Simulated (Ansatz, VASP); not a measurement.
# One calculation of Ru, two programs

Contents of INCAR:

```
SYSTEM = Ru
  ALGO = Normal
  EDIFF = 1E-6
  EDIFFG = -0.01
  ENCUT = 600
  GGA = PS
  IBRION = 2
  ISIF = 3
  ISMEAR = 0
  LASPH = .True.
  LCHARG = .False.
  LREAL = .False.
  LWAVE = .False.
  NELM = 80
  NSW = 80
  PREC = Accurate
  SIGMA = 0.1
```

File KPOINTS:

```
k-points
0
Gamma
  20 20 20
  0 0 0
```

POSCAR

```
Ru
1.0
    0.0000000000      1.8823898261      1.8823898261
    1.8823898261      0.0000000000      1.8823898261
    1.8823898261      1.8823898261      0.0000000000
Ru
1
Direct
    0.0000000000      0.0000000000      0.0000000000
```

Input for Ansatz:

```yaml
crystal:
  lattice:
    - [0.0, 1.8823898261, 1.8823898261]
    - [1.8823898261, 0.0, 1.8823898261]
    - [1.8823898261, 1.8823898261, 0.0]
  atoms:
    - { symbol: Ru, position: [0.0, 0.0, 0.0] }
basis:
  ecutwfc: 420
kpoints:
  mp_grid: { grid: [20, 20, 20] }
hamiltonian:
  xc: pbesol
scf:
  occupations: { method: gaussian, width: 0.1 }
output:
  forces: true
  stress: true
  eigenvalues: true
relax:
  adjacent_minimum: "off"
  f_tol: 0.01
  max_steps: 60
  cell: { stress_tol: 0.1 }
```

Alike in both runs: task relaxation of cell and atoms; functional PBEsol; k mesh 20 × 20 × 20; occupations gaussian, width 0.1 eV; no spin polarisation.

|  | VASP | Ansatz |
| --- | --- | --- |
| version | VASP 6.6.1 | Ansatz 0.2.0 |
| potentials or method | VASP PAW PBE potentials, release 64 (Ru_pv), cutoff 600 eV | scalar-relativistic, plane waves, PAW |
| valence electrons in the cell | 14 | 16 |

|  | VASP | Ansatz | Ansatz less VASP |
| --- | --- | --- | --- |
| gap on the k mesh at the Fermi level, each at its own relaxed structure (eV) | none | none | - |
| relaxed volume (Å³/atom) | 13.38 | 13.38 | +0.006 |
| relaxed cell length with the largest relative difference (Å) | 2.665 | 2.665 | +0.0004 |

VASP's potentials were made for PBE, not for PBEsol. A gap of «none» marks a metal or a gap that the smearing closes. VASP's potentials hold 14 valence electrons a cell and Ansatz's 16, so a difference there can come from the potentials and not from the codes.
